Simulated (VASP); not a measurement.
# AlSi16 (a cell with a defect) in VASP: notebook, part 2 of 2

VASP 6.6.1. The steps go on from the part before.

## Step 3: Single point, PBE+D3(BJ), collinear spin, zero start

Contents of INCAR:

```
ALGO     = Normal         # electronic algorithm
EDIFF    = 1E-7           # SCF threshold, eV
ENCUT    = 520            # plane-wave cutoff, eV
GGA      = PE             # functional
ISIF     = 2              # what is computed and relaxed
ISMEAR   = -1             # smearing method
ISPIN    = 2              # spin polarisation
IVDW     = 12             # dispersion correction
LASPH    = T              # aspherical terms in the spheres
LCHARG   = F              # write CHGCAR
LORBIT   = 11             # projections on sites
LREAL    = Auto         
LWAVE    = F              # write WAVECAR
MAGMOM   = 0 0 0 0 0 0 0 0 0 0 0 0 0 0 0 0 0 # initial moments
NBANDS   = 52             # bands
NELM     = 150            # most SCF steps
PREC     = Accurate       # precision mode
SIGMA    = 0.02           # smearing width, eV
```

Contents of KPOINTS:

```
k-points
0
Gamma
  2 2 2
```

Contents of POSCAR:

```
AlSi16
1.0
    0.0000000000      5.4300000000      5.4300000000
    5.4300000000      0.0000000000      5.4300000000
    5.4300000000      5.4300000000      0.0000000000
Si Al
16 1
Direct
   -0.0063167587      0.0130570902     -0.0345856354
    0.1126887661      0.1400920810      0.1060957643
   -0.0159484346     -0.0075322284      0.4955985267
    0.1575598527      0.1026243094      0.5801749540
   -0.0270810313      0.5270810313      0.0133241252
    0.1466574586      0.6288121547      0.1410589319
    0.0274309392      0.4842633517      0.5329373849
    0.1427348066      0.6160681400      0.6548158379
    0.4732412523     -0.0121362799     -0.0151565378
    0.6019244936      0.1201012891      0.1177255985
    0.5082136280      0.0118784530      0.4889502762
    0.6204788214      0.1409208103      0.6146777164
    0.5221546961      0.4749907919     -0.0053775322
    0.6037476980      0.6269705341      0.1366206262
    0.4900276243      0.5045027624      0.5248895028
    0.6265285451      0.6425506446      0.6342265193
    0.7676519337      0.7214272560      0.2700460405
```

Potentials or basis: VASP PAW PBE potentials, release 64 (Si, Al).

The run is started by

```
> cat potpaw_PBE.64/Si/POTCAR potpaw_PBE.64/Al/POTCAR > POTCAR
> mpirun -np 1 vasp_std > vasp.out
```

It took 5 min on 1 thread of Intel Xeon 6975P-C (Granite Rapids), shared host; peak memory 0.71 GiB.

It converged, with:

```
Free energy                                           : -90.6652 eV
Pressure                                              : 2.7 GPa
Largest force                                         : 2.419 eV/Å
Net moment                                            : 0.00 μB per cell
Valence electrons inside the program's atomic spheres : Si 1.62, 1.66, 1.68, 1.69, 1.63, 1.74, 1.72, 1.71, 1.70, 1.73 (each value once); Al 0.86
Dispersion energy per atom                            : -0.330 eV
```

Forces in eV/Å, atoms in the order of the input:
```
Si   0.064  0.462 -0.095
Si   0.735 -0.711 -1.052
Si  -1.084  0.316  1.016
Si   2.243 -0.562 -0.712
Si  -0.892  1.685 -0.111
Si  -0.569 -0.178  0.386
Si  -0.982 -0.871 -0.703
Si   1.089 -1.955 -0.443
Si   0.685  0.508  1.131
Si  -1.177  0.227 -0.037
Si  -0.434 -0.076  0.349
Si   0.147  0.448 -0.585
Si   1.427 -0.337  0.046
Si  -0.462 -0.111 -0.983
Si  -0.858  0.451  1.507
Si   0.010  1.199 -0.482
Al   0.058 -0.497  0.768
```

Stress tensor (GPa, compression positive):
```
 3.34 -1.90 -1.68
-1.90  1.80  0.34
-1.68  0.34  2.87
```

Levels at points of the mesh, in eV from the Fermi level:
Spin up:
| k point | band 31 | band 32 | band 33 | band 34 | band 35 | band 36 |
| --- | --- | --- | --- | --- | --- | --- |
| (0.00, 0.00, 0.00) | -0.78 | -0.67 | -0.49 | -0.30 | -0.27 | -0.02 |
| (0.50, 0.00, 0.00) | -1.32 | -0.91 | -0.56 | 0.29 | 0.34 | 0.71 |
| (0.00, 0.50, 0.00) | -1.31 | -0.99 | -0.52 | 0.16 | 0.34 | 0.53 |
| (0.00, 0.00, 0.50) | -1.34 | -1.02 | -0.39 | -0.08 | 0.36 | 0.52 |
| (0.50, 0.50, 0.50) | -1.21 | -1.14 | -0.47 | 0.05 | 0.39 | 0.47 |
| (0.50, 0.50, 0.00) | -1.76 | -1.56 | -0.12 | 0.28 | 1.07 | 1.21 |
| (0.00, 0.50, 0.50) | -1.75 | -1.53 | -0.26 | 0.21 | 1.02 | 1.18 |
| (0.50, 0.00, 0.50) | -1.76 | -1.62 | -0.13 | 0.14 | 1.12 | 1.20 |
Spin down:
```tsv
k point	band 29	band 30	band 31	band 32	band 33	band 34	band 35	band 36	band 37	band 38
(0.00, 0.00, 0.00)	-1.56	-1.43	-0.78	-0.67	-0.49	-0.30	-0.27	-0.02	0.03	0.07
(0.50, 0.00, 0.00)	-1.89	-1.48	-1.32	-0.91	-0.56	0.29	0.34	0.71	0.79	1.09
(0.00, 0.50, 0.00)	-1.63	-1.57	-1.31	-0.99	-0.52	0.16	0.34	0.53	0.81	0.87
(0.00, 0.00, 0.50)	-1.79	-1.49	-1.34	-1.02	-0.39	-0.08	0.36	0.52	0.82	0.95
(0.50, 0.50, 0.50)	-1.75	-1.31	-1.21	-1.14	-0.47	0.05	0.39	0.47	0.83	0.92
(0.50, 0.50, 0.00)	-2.08	-2.02	-1.76	-1.56	-0.12	0.28	1.07	1.21	1.24	1.46
(0.00, 0.50, 0.50)	-2.13	-1.84	-1.75	-1.53	-0.26	0.21	1.02	1.18	1.25	1.42
(0.50, 0.00, 0.50)	-2.05	-1.97	-1.76	-1.62	-0.13	0.14	1.12	1.20	1.34	1.43
```

Caveat: the k points lie up to 0.50 Å⁻¹ apart; no moment was typed at the start, so none could form.

## Step 4: Single point, PBE+D3(BJ), collinear spin, zero start

Contents of INCAR:

```
SYSTEM = AlSi16
PREC = Accurate
ENCUT = 520
EDIFF = 1E-7
ISMEAR = -1
SIGMA = 0.02
LREAL = Auto
LASPH = .TRUE.
NELM = 150
ALGO = Normal
ISIF = 2
LWAVE = .FALSE.
LCHARG = .FALSE.
ISPIN = 2
MAGMOM = 0 0 0 0 0 0 0 0 0 0 0 0 0 0 0 0 0
LORBIT = 11
GGA = PE
IVDW = 12
NBANDS = 52
```

Contents of KPOINTS:

```
Automatic mesh
0
G
  2 2 2
  0 0 0
```

Contents of POSCAR:

```
AlSi16
1.0
    0.0000000000      5.4300000000      5.4300000000
    5.4300000000      0.0000000000      5.4300000000
    5.4300000000      5.4300000000      0.0000000000
Si Al
16 1
Direct
    0.0391804788     -0.0234714549     -0.0129558011
    0.1727071823      0.1229650092      0.0892449355
   -0.0104327808      0.0373020258      0.4321086556
    0.0872467772      0.1215930018      0.6205432781
    0.0569152855      0.4769705341     -0.0869337017
    0.1446132597      0.5812430939      0.1104511971
   -0.0193093923      0.4895672192      0.4991804788
    0.1337384899      0.6645303867      0.5160773481
    0.5401381215      0.0335635359     -0.0286095764
    0.6295211786      0.1656353591      0.1011970534
    0.4161325967     -0.0476979742      0.6122836096
    0.6043278085      0.1111786372      0.6001473297
    0.4938858195      0.4960589319      0.0778453039
    0.7042633517      0.6502117864      0.1271546961
    0.4847882136      0.5014364641      0.5162062615
    0.5538397790      0.5633793738      0.7410589319
    0.7182044199      0.7941160221      0.3438950276
```

The run is started by

```
> cat potpaw_PBE.64/Si/POTCAR potpaw_PBE.64/Al/POTCAR > POTCAR
> mpirun -np 1 vasp_std > vasp.out
```

Run time: 5.2 min. Hardware: 1 thread of Intel Xeon 6975P-C (Granite Rapids), shared host; peak memory 0.71 GiB.

It converged, with:

| Item | Value |
| --- | --- |
| Free energy | -89.0348 eV |
| Pressure | 1.4 GPa |
| Largest force | 2.640 eV/Å |
| Net moment | 0.00 μB per cell |
| Valence electrons inside the program's atomic spheres | Si 1.62, 1.73, 1.70, 1.72, 1.64, 1.69, 1.67, 1.68, 1.66 (each value once); Al 0.82 |
| Dispersion energy per atom | -0.330 eV |

Forces in eV/Å, atoms in the order of the input:
```
Si   0.205 -0.020 -0.905
Si  -1.556 -1.043  0.246
Si   1.174  0.688 -1.891
Si   0.675 -0.984 -0.810
Si   1.543 -0.583  1.050
Si   0.329 -0.924  0.183
Si  -0.107 -0.563 -0.130
Si   0.730  1.392 -0.256
Si  -1.753 -0.628 -0.924
Si  -1.181  2.109  0.194
Si  -1.103  1.023  0.338
Si   1.159  0.611  1.531
Si   2.387  0.494  1.013
Si  -0.324 -0.618 -0.675
Si  -1.127 -0.169 -0.283
Si  -0.604 -0.570  0.809
Al  -0.448 -0.216  0.510
```

Stress tensor (GPa, compression positive):
```
 1.30  0.00 -0.16
 0.00  1.50  0.99
-0.16  0.99  1.27
```

Levels at points of the mesh, in eV from the Fermi level:
Spin up:
| k point | band 29 | band 30 | band 31 | band 32 | band 33 | band 34 | band 35 | band 36 | band 37 | band 38 |
| --- | --- | --- | --- | --- | --- | --- | --- | --- | --- | --- |
| (0.00, 0.00, 0.00) | -1.20 | -0.94 | -0.90 | -0.70 | -0.50 | -0.21 | -0.01 | 0.05 | 0.22 | 0.48 |
| (0.50, 0.00, 0.00) | -1.54 | -1.36 | -1.12 | -0.99 | -0.21 | 0.05 | 0.22 | 0.51 | 0.67 | 0.97 |
| (0.00, 0.50, 0.00) | -1.78 | -1.59 | -1.08 | -0.80 | -0.32 | -0.09 | 0.29 | 0.75 | 0.86 | 0.96 |
| (0.00, 0.00, 0.50) | -1.64 | -1.28 | -1.12 | -0.71 | -0.31 | 0.07 | 0.31 | 0.63 | 0.65 | 0.93 |
| (0.50, 0.50, 0.50) | -1.70 | -1.26 | -0.94 | -0.80 | -0.59 | -0.19 | 0.36 | 0.67 | 0.87 | 1.07 |
| (0.50, 0.50, 0.00) | -1.88 | -1.63 | -1.50 | -1.34 | -0.04 | 0.13 | 0.92 | 1.06 | 1.35 | 1.42 |
| (0.00, 0.50, 0.50) | -1.89 | -1.78 | -1.30 | -1.22 | -0.28 | 0.34 | 0.62 | 0.93 | 1.36 | 1.61 |
| (0.50, 0.00, 0.50) | -1.79 | -1.62 | -1.44 | -1.00 | -0.36 | 0.01 | 0.89 | 0.96 | 1.12 | 1.40 |
Spin down:
```csv
k point,band 30,band 31,band 32,band 33,band 34,band 35,band 36,band 37
"(0.00, 0.00, 0.00)",-0.94,-0.90,-0.70,-0.50,-0.21,-0.01,0.05,0.22
"(0.50, 0.00, 0.00)",-1.36,-1.12,-0.99,-0.21,0.05,0.22,0.51,0.67
"(0.00, 0.50, 0.00)",-1.59,-1.08,-0.80,-0.32,-0.09,0.29,0.75,0.86
"(0.00, 0.00, 0.50)",-1.28,-1.12,-0.71,-0.31,0.07,0.31,0.63,0.65
"(0.50, 0.50, 0.50)",-1.26,-0.94,-0.80,-0.59,-0.19,0.36,0.67,0.87
"(0.50, 0.50, 0.00)",-1.63,-1.50,-1.34,-0.04,0.13,0.92,1.06,1.35
"(0.00, 0.50, 0.50)",-1.78,-1.30,-1.22,-0.28,0.34,0.62,0.93,1.36
"(0.50, 0.00, 0.50)",-1.62,-1.44,-1.00,-0.36,0.01,0.89,0.96,1.12
```

Caveat: the k points lie up to 0.50 Å⁻¹ apart; no moment was typed at the start, so none could form.

## Step 5: The runs side by side

| cell | gap on the mesh (eV) | pressure (GPa) | moment (μB) | largest force (eV/Å) |
| --- | --- | --- | --- | --- |
| as given, atomic positions A | none | 2.8 | 0.00 | 3.31 |
| as given, atomic positions B | none | 2.7 | 0.00 | 2.42 |
| as given, atomic positions C | none | 1.4 | 0.00 | 2.64 |

Alike in all rows: task single point; level PBE+D3(BJ); potentials or basis VASP PAW PBE potentials, release 64 (Si, Al); spin collinear, zero start; k mesh 2 × 2 × 2; cutoff (eV) 520; smearing fermi-dirac 0.02 eV.

Caveats: all runs use coarse meshes; no moment was typed at the start, so none could form.

Total energies depend on the potentials used, so only differences within one code and one set of settings carry meaning.
